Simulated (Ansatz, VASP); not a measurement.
## Two plane-wave programs on C

```
C
1.0
     1.22805   -2.12706    0.00000
     1.22805    2.12706    0.00000
     0.00000    0.00000    7.17327
C
4
Direct
  0.08338 0.91662 0.75314
  0.58338 0.41662 0.24686
  0.91662 0.08338 0.24686
  0.41662 0.58338 0.75314
```

Alike in both runs: task relaxation of cell and atoms; functional PBE; k mesh 21 × 21 × 8; occupations gaussian, width 0.1 eV; no spin polarisation.

|  | VASP | Ansatz |
| --- | --- | --- |
| version | VASP 6.6.1 | Ansatz 0.2.0 |
| potentials or method | VASP PAW PBE potentials, release 64 (C), cutoff 600 eV | scalar-relativistic, plane waves, PAW |
| valence electrons in the cell | 16 | 16 |

|  | VASP | Ansatz | Ansatz less VASP |
| --- | --- | --- | --- |
| gap on the k mesh at the Fermi level, each at its own relaxed structure (eV) | none | none | - |
| relaxed volume (Å³/atom) | 10.80 | 11.25 | +0.447 |
| relaxed cell length with the largest relative difference (Å) | 8.196 | 8.540 | +0.3441 |

A gap of «none» marks a metal or a gap that the smearing closes.

Noted on VASP's run: the volume moved by over 15 % at a fixed basis, so the end points are rough.
